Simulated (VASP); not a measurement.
# CO in VASP: further runs, part 2 of 2

VASP 6.6.1.

## 5. Molecular dynamics, PBE+D3(BJ)

Input file INCAR:

```
SYSTEM = CO
ALGO = Normal
EDIFF = 1E-5
ENCUT = 440
GGA = PE
GGA_COMPAT = .False.
IBRION = 0
ISIF = 2
ISMEAR = -1
ISYM = 0
IVDW = 12
LASPH = .True.
LCHARG = .True.
LREAL = .False.
LWAVE = .False.
MAXMIX = 40
MDALGO = 2
NBANDS = 78
NELM = 120
NELMIN = 4
NSW = 40
POTIM = 1.0
PREC = Normal
RANDOM_SEED = 949383 0 0
SIGMA = 0.05
SMASS = 0
TEBEG = 250.0
TEEND = 250.0
```

Input file KPOINTS:

```
k-points
0
Gamma
  1 1 1
  0 0 0
```

Input file POSCAR:

```
CO
1.0
    8.2268400000      0.0000000000      0.0000000000
    0.0000000000      8.2268400000      0.0000000000
    0.0000000000      0.0000000000      8.2268400000
O C
12 12
Direct
    0.5368312100      0.0271681200      0.5735511200
    0.7185970600      0.7713120000      0.2654753800
    0.2934344200      1.0314708600      0.2591238300
    0.4629797000      0.3976989500      0.1690747800
    0.3979617500      0.8055626300      0.8389064800
    0.5904582600      0.5447072100      0.6482298500
    0.7542379600      0.2103738100      0.9386415800
    0.9634337700      0.7433333400      0.9655617300
    0.0362127900      0.2161659900      0.5049391600
    0.1864482700      0.6109397500      0.5043604000
    0.2250037100      0.3219635600      0.8056531600
    0.8948302100      0.4450912200      0.2557930300
    0.6267532100      0.1188597600      0.5240637700
    0.7702604700      0.8504562500      0.3612601400
    0.1832163900      1.0584405200      0.1827512700
    0.5110360900      0.4304353700      0.2958965100
    0.4130752000      0.7248048700      0.9502249100
    0.7110025100      0.5051779400      0.7009398900
    0.6636256500      0.1150568000      0.9766102800
    0.8934043300      0.8164280800      0.8745825300
   -0.0428465500      0.1485146700      0.5961235100
    0.1655468700      0.7356725500      0.5616602000
    0.2674366200      0.1987295800      0.8525529300
    1.0216712900      0.4157881400      0.2158081700
```

Potentials or basis: VASP PAW PBE potentials, release 64 (O, C).

Started as:

```
cat potpaw_PBE.64/O/POTCAR potpaw_PBE.64/C/POTCAR > POTCAR
mpirun -np 1 vasp_gam > vasp.out
```

OUTCAR:

```text
SYSTEM = CO
   EDIFF = 1E-5
   ENCUT = 440
   GGA = PE
   IBRION = 0
   ISIF = 2
   ISMEAR = -1
   ISYM = 0
   IVDW = 12
   LASPH = .True.
   LREAL = .False.
   NELM = 120
   NELMIN = 4
   NSW = 40
   POTIM = 1.0
   PREC = Normal
   TEBEG = 250.0
 IVDW          = 12

 ion  position               nearest neighbor table
   1  0.537  0.027  0.574-  13 1.13
   2  0.719  0.771  0.265-  14 1.11
   3  0.293  0.031  0.259-  15 1.13
   4  0.463  0.398  0.169-  16 1.15
   5  0.398  0.806  0.839-  17 1.14
   6  0.590  0.545  0.648-  18 1.13
[... 16 lines left out ...]
  23  0.267  0.199  0.853-  11 1.14
  24  0.022  0.416  0.216-  12 1.12

IMPORTANT INFORMATION: All symmetrisations will be switched off!
NOSYMM: (Re-)initialisation of all symmetry stuff for point group C_1.

----------------------------------------------------------------------------------------
[... 522 lines left out ...]

 number of electron     120.0000083 magnetization

 Free energy of the ion-electron system (eV)
  ---------------------------------------------------
  ext. energy  EPLUGINS =         0.00000000
  ---------------------------------------------------
  free energy    TOTEN  =      -176.98168721 eV

  energy without entropy =     -176.98168721  energy(sigma->0) =     -176.98168721

 E-fermi :  -3.6049     XC(G=0):  -6.3486

 val. band max:       -4.8812051234   @ k =   0.0000   0.0000   0.0000
 cond. band min:       0.3345772190   @ k =   0.0000   0.0000   0.0000
 fundamental gap:      5.2157823424
 Fermi energy:        -3.6049010124

 k-point     1 :       0.0000    0.0000    0.0000
  band No.  band energies     occupation
      1     -25.7935      2.00000
      2     -25.7711      2.00000
      3     -25.6571      2.00000
      4     -25.6538      2.00000
      5     -25.5792      2.00000
      6     -25.5654      2.00000
[... 64 lines left out ...]
     71       1.1738      0.00000
     72       1.2283      0.00000
 [bands above 72 left out]

------------------------ aborting loop because EDIFF is reached ----------------------------------------

 Edisp (eV)   -1.40775

 E8    (eV) :    -0.3648
[... 53 lines left out ...]
  ENERGY OF THE ELECTRON-ION-THERMOSTAT SYSTEM (eV)
  ---------------------------------------------------
% ion-electron   TOTEN  =      -178.389435  see above
  kinetic energy EKIN   =         0.719668
  kin. lattice  EKIN_LAT=         0.000000  (temperature  242.07 K)
  nose potential ES     =        -0.038676
  nose kinetic   EPS    =         0.000003
  ---------------------------------------------------
  total energy   ETOTAL =      -177.708440 eV
```

OSZICAR:

```text
N       E                     dE             d eps       ncg     rms          rms(c)
DAV:   1     0.102059918219E+04    0.10206E+04   -0.59345E+04   164   0.122E+03
[... 246 lines left out ...]
     39 T=   242. E= -.17770837E+03 F= -.17838873E+03 E0= -.17838873E+03  EK= 0.71959E+00 SP= -.39E-01 SK= 0.18E-04
       N       E                     dE             d eps       ncg     rms          rms(c)
DAV:   1    -0.176980747442E+03    0.40230E-03   -0.18653E-02   184   0.164E+00    0.131E-01
DAV:   2    -0.176981678086E+03   -0.93064E-03   -0.95371E-03   200   0.395E-01    0.344E-02
DAV:   3    -0.176981688748E+03   -0.10662E-04   -0.15249E-04   232   0.440E-02    0.176E-02
DAV:   4    -0.176981687213E+03    0.15350E-05   -0.17611E-05   144   0.214E-02
     40 T=   242. E= -.17770844E+03 F= -.17838943E+03 E0= -.17838943E+03  EK= 0.71967E+00 SP= -.39E-01 SK= 0.31E-05
```

CONTCAR:

```text
CO
   1.00000000000000
     8.2268399999999993    0.0000000000000000    0.0000000000000000
     0.0000000000000000    8.2268399999999993    0.0000000000000000
     0.0000000000000000    0.0000000000000000    8.2268399999999993
  O               C
    12    12
Direct
     0.5371461800222492    0.0326471138151458    0.5869716270956222
     0.7005286516545729    0.7639820095577013    0.2624292948475813
     0.2972386637889157    0.0494364322818262    0.2552867478898858
     0.4757527483093143    0.3841987509154828    0.1808438949873377
     0.3804483391934289    0.8002404581045608    0.8590652428633765
     0.5827539976006346    0.5237629541357788    0.6561628448213981
[... 16 lines left out ...]
     0.2635293922620974    0.2237392861398333    0.8643394750800082
     0.0146590197778182    0.4341668910697667    0.2107137558221875

 -0.24544796E-02 -0.10062310E-04  0.62892523E-02
 -0.29328421E-02  0.18331835E-02  0.10143580E-02
 -0.10368118E-02  0.39392302E-02 -0.28356386E-02
  0.55266081E-02 -0.18900128E-02  0.54552640E-02
 -0.38333535E-02 -0.10479887E-02  0.48026481E-02
  0.22765392E-02 -0.61511359E-02  0.40086169E-02
[... 16 lines left out ...]
  0.98696040E-03  0.49503927E-02  0.20991789E-02
 -0.14366458E-02  0.39866500E-02 -0.29272204E-02

           1
   1.00000000000000
 -0.25885094E-01  0.40354537E-04  0.22596855E-03 -0.26018255E-01
  0.53684783E+00  0.32645891E-01  0.58773611E+00
  0.70017215E+00  0.76420484E+00  0.26255259E+00
  0.29711264E+00  0.49915259E-01  0.25494207E+00
  0.47642453E+00  0.38396901E+00  0.18150700E+00
  0.37998238E+00  0.80011307E+00  0.85964902E+00
  0.58303072E+00  0.52301526E+00  0.65665011E+00
[... 64 lines left out ...]
  0.00000000E+00  0.00000000E+00  0.00000000E+00
  0.00000000E+00  0.00000000E+00  0.00000000E+00
```

Wall time 5.5 min (1 thread of Intel Xeon Platinum 8488C (Sapphire Rapids), shared host); peak memory 0.31 GiB.

Results:

| Item | Value |
| --- | --- |
| Dispersion energy per atom | -0.059 eV |

Caveat: the k points lie up to 0.76 Å⁻¹ apart; the cutoff is under 1.25 times the usual one of these potentials, so pressure, stress and relaxed cells hold a basis-set (Pulay) error.

## 6. Summary

```csv
task,cell,cutoff (eV),pressure (GPa),largest force (eV/Å)
single point,"as given, atomic positions A",520,2.2,3.43
single point,"as given, atomic positions B",520,1.7,5.39
single point,"as given, atomic positions C",520,1.7,6.09
molecular dynamics,"as given, atomic positions D",440,-,-
```

Alike in all rows: level PBE+D3(BJ); potentials or basis VASP PAW PBE potentials, release 64 (O, C); no spin polarisation; k mesh 1 × 1 × 1; smearing fermi-dirac 0.05 eV.

Caveats: all runs use coarse meshes; the atoms stand as in a frame of molecular dynamics (at least some runs); the cutoff is under 1.25 times the usual one of these potentials, so pressure, stress and relaxed cells hold a basis-set (Pulay) error (at least some runs).

Total energies depend on the potentials used, so only differences within one code and one set of settings carry meaning.
